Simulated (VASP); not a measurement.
# Sr in VASP: settings compared, part 2 of 3

VASP 6.6.1. Earlier steps stand in the parts before.

## 3. Single point, PBEsol

INCAR

```
SYSTEM = Sr
PREC     = Accurate       ! precision mode
ENCUT    = 520            ! plane-wave cutoff, eV
EDIFF    = 1E-7           ! SCF threshold, eV
ISMEAR   = -1             ! smearing method
SIGMA    = 0.08           ! smearing width, eV
LREAL    = .FALSE.        ! projectors in reciprocal space
LASPH    = .TRUE.         ! aspherical terms in the spheres
NELM     = 80             ! most SCF steps
ALGO     = Normal         ! electronic algorithm
ISIF     = 2              ! what is computed and relaxed
LWAVE    = .FALSE.        ! write WAVECAR
LCHARG   = .FALSE.        ! write CHGCAR
GGA      = PS             ! functional
NBANDS   = 17             ! bands
```

KPOINTS

```
Automatic mesh
0
G
  10 10 5
  0 0 0
```

POSCAR

```
Sr
1.0
    4.3100002207      0.0000000000      0.0000000000
   -2.1550001104      3.7325696814      0.0000000000
    0.0000000000      0.0000000000      7.0500000000
Sr
2
Direct
    0.3333333333      0.6666666667      0.2500000000
    0.6666666667      0.3333333333      0.7500000000
```

Potentials or basis: VASP PAW PBE potentials, release 64 (Sr_sv).

Launch:

```console
$ cat potpaw_PBE.64/Sr_sv/POTCAR > POTCAR
$ mpirun -np 1 vasp_std > vasp.out
```

OUTCAR:

```text
SYSTEM = Sr
   PREC = Accurate
   ENCUT = 520
   EDIFF = 1E-7
   ISMEAR = -1
   LREAL = .FALSE.
   LASPH = .TRUE.
   NELM = 80
   ISIF = 2
   GGA = PS

 ion  position               nearest neighbor table
   1  0.333  0.667  0.250-   2 4.31   2 4.31   2 4.31   2 4.31   2 4.31   2 4.31
   2  0.667  0.333  0.750-   1 4.31   1 4.31   1 4.31   1 4.31   1 4.31   1 4.31

  LATTYP: Found a hexagonal cell.
 ALAT       =     4.3100002207
 C/A-ratio  =     1.6357307747

  Lattice vectors:

 A1 = (   4.3100002207,   0.0000000000,   0.0000000000)
 A2 = (  -2.1550001104,   3.7325696814,   0.0000000000)
 A3 = (   0.0000000000,   0.0000000000,   7.0500000000)

Analysis of symmetry for initial positions (statically):
=====================================================================
 Subroutine PRICEL returns:
 Original cell was already a primitive cell.

 Routine SETGRP: Setting up the symmetry group for a
 hexagonal supercell.

 Subroutine GETGRP returns: Found 24 space group operations
 (whereof 12 operations were pure point group operations)
 out of a pool of 24 trial point group operations.

The static configuration has the point symmetry D_3d.
 The point group associated with its full space group is D_6h.

Analysis of symmetry for dynamics (positions and initial velocities):
=====================================================================
 Subroutine PRICEL returns:
 Original cell was already a primitive cell.

 Routine SETGRP: Setting up the symmetry group for a
 hexagonal supercell.

 Subroutine GETGRP returns: Found 24 space group operations
 (whereof 12 operations were pure point group operations)
 out of a pool of 24 trial point group operations.

The dynamic configuration has the point symmetry D_3d.
 The point group associated with its full space group is D_6h.

 Subroutine INISYM returns: Found 24 space group operations
 (whereof 12 operations are pure point group operations),
 and found     1 'primitive' translations

[... 110 lines left out ...]
   EFERMI_NEDOS =   21; number of points for ismear=-14 and -15
   IALGO  =     38    algorithm
   IMIX   =      4    mixing-type and parameters
     AMIX     =   0.40;   BMIX     =  1.00
     AMIX_MAG =   1.60;   BMIX_MAG =  1.00
  volume/ion in A,a.u.               =      56.71       382.68
  Fermi-wavevector in a.u.,A,eV,Ry     =   0.918037  1.734838 11.466873  0.842791
  Thomas-Fermi vector in A             =   2.043073
   LORBIT       =      0    0 simple, 1 ext, 2 COOP (PROOUT), +10 PAW based schemes
   GGA     = PS    functional components
   LHFCALC =     F    Hartree Fock is set to
   AEXX    =    0.0000 exact exchange contribution
   IVDW    =     0    specifies the selected vdW correction
   LEPSILON=     F    determine dielectric tensor
   LRPA    =     F    only Hartree local field effects (RPA)
 non-spin polarized calculation
  energy-cutoff  :      520.00
  volume of cell :      113.42
 maximum number of plane-waves:      3069
   NGX = 17   NGY = 17   NGZ = 27

 number of electron      20.0000000 magnetization

 Free energy of the ion-electron system (eV)
  ---------------------------------------------------
  ext. energy  EPLUGINS =         0.00000000
  ---------------------------------------------------
  free energy    TOTEN  =        -3.67405939 eV

  energy without entropy =       -3.61391836  energy(sigma->0) =       -3.64398888

 E-fermi :   1.3990     XC(G=0):  -7.3370

 val. band max:        1.3888650716   @ k =   0.3000   0.3000   0.0000
 cond. band min:       1.4027100292   @ k =   0.2000  -0.0000   0.0000
 fundamental gap:      0.0138449576
 Fermi energy:         1.3989796510

 k-point     1 :       0.0000    0.0000    0.0000
  band No.  band energies     occupation
      1     -35.1988      2.00000
      2     -35.1867      2.00000
      3     -17.2792      2.00000
      4     -17.1308      2.00000
      5     -17.1308      2.00000
      6     -17.1064      2.00000
[... 457 lines left out ...]
      4     -17.2450      2.00000
      5     -17.1893      2.00000
      6     -17.1706      2.00000
[... 9 lines left out ...]
     16       5.1227      0.00000
     17       5.4272      0.00000

 [... further k-points ...]

------------------------ aborting loop because EDIFF is reached ----------------------------------------

  FORCE on cell =-STRESS in cart. coord.  units (eV):
  Direction    XX          YY          ZZ          XY          YZ          ZX
  --------------------------------------------------------------------------------------
  -------------------------------------------------------------------------------------
  Total       -0.6210458     -0.6210458     -0.5458547      0.0000000      0.0000000      0.0000000
  in kB       -8.7732372     -8.7732372     -7.7110462      0.0000000      0.0000000      0.0000000
  external PRESSURE =      -8.4191735 kB  Pullay stress =       0.0000000 kB

 VOLUME and BASIS-vectors are now :
 -----------------------------------------------------------------------------
  energy-cutoff  :      520.00
  volume of cell :      113.42
      direct lattice vectors                 reciprocal lattice vectors
     4.310000221  0.000000000  0.000000000     0.232018550  0.133955972  0.000000000
    -2.155000110  3.732569681  0.000000000     0.000000000  0.267911944  0.000000000
     0.000000000  0.000000000  7.050000000     0.000000000  0.000000000  0.141843972

 POSITION                                       TOTAL-FORCE (eV/Angst)
 -----------------------------------------------------------------------------------
     -0.00000      2.48838      1.76250         0.000000      0.000000      0.000000
      2.15500      1.24419      5.28750        -0.000000     -0.000000      0.000000
 -----------------------------------------------------------------------------------
    total drift:                               -0.000000      0.000000     -0.000000

  FREE ENERGIE OF THE ION-ELECTRON SYSTEM (eV)
  ---------------------------------------------------
  free  energy   TOTEN  =        -3.6740593861 eV

  energy  without entropy=       -3.6139183640  energy(sigma->0) =       -3.64398888
```

OSZICAR:

```text
N       E                     dE             d eps       ncg     rms          rms(c)
DAV:   1     0.108291814095E+03    0.10829E+03   -0.93549E+03  1428   0.986E+02
DAV:   2     0.511784937118E+01   -0.10317E+03   -0.10150E+03  1823   0.227E+02
DAV:   3    -0.342987451271E+01   -0.85477E+01   -0.85240E+01  2560   0.472E+01
DAV:   4    -0.367155612243E+01   -0.24168E+00   -0.24140E+00  1982   0.704E+00
DAV:   5    -0.367725282447E+01   -0.56967E-02   -0.56958E-02  2308   0.849E-01    0.164E+01
DAV:   6    -0.367497609414E+01    0.22767E-02   -0.13515E-02  1900   0.118E+00    0.921E+00
DAV:   7    -0.367391245321E+01    0.10636E-02   -0.23165E-02  1802   0.152E+00    0.404E-01
DAV:   8    -0.367399223021E+01   -0.79777E-04   -0.29869E-03  2323   0.267E-01    0.147E-01
DAV:   9    -0.367403993345E+01   -0.47703E-04   -0.10670E-04  1959   0.595E-02    0.481E-02
DAV:  10    -0.367406042453E+01   -0.20491E-04   -0.11720E-05  1905   0.289E-02    0.209E-02
DAV:  11    -0.367405977150E+01    0.65303E-06   -0.65531E-07  2349   0.531E-03    0.274E-03
DAV:  12    -0.367405919654E+01    0.57496E-06   -0.22306E-07  1580   0.292E-03    0.125E-03
DAV:  13    -0.367405938427E+01   -0.18773E-06   -0.30563E-08  1249   0.119E-03    0.341E-04
DAV:  14    -0.367405938612E+01   -0.18499E-08   -0.87101E-09  1121   0.469E-04
   1 F= -.36740594E+01 E0= -.36439889E+01  d E =-.601410E-01
```

Run time: 1.9 min. Hardware: 1 thread of AMD EPYC 7R43 (Zen 3), shared host; peak memory 0.21 GiB.

What came out:

```yaml
Free_energy: -3.6741 eV
Pressure: -0.8 GPa
Band_gap_on_the_k_mesh: zero (band 10 reaches 1.52 eV, above the bottom of band 11 at 1.39 eV)
```

Stress tensor (GPa, compression positive):
```
-0.88  0.00  0.00
 0.00 -0.88  0.00
 0.00  0.00 -0.77
```

Caveat: the PAW data sets were made with another functional, which shifts forces and pressure a little.

[end of part 2 of 3]
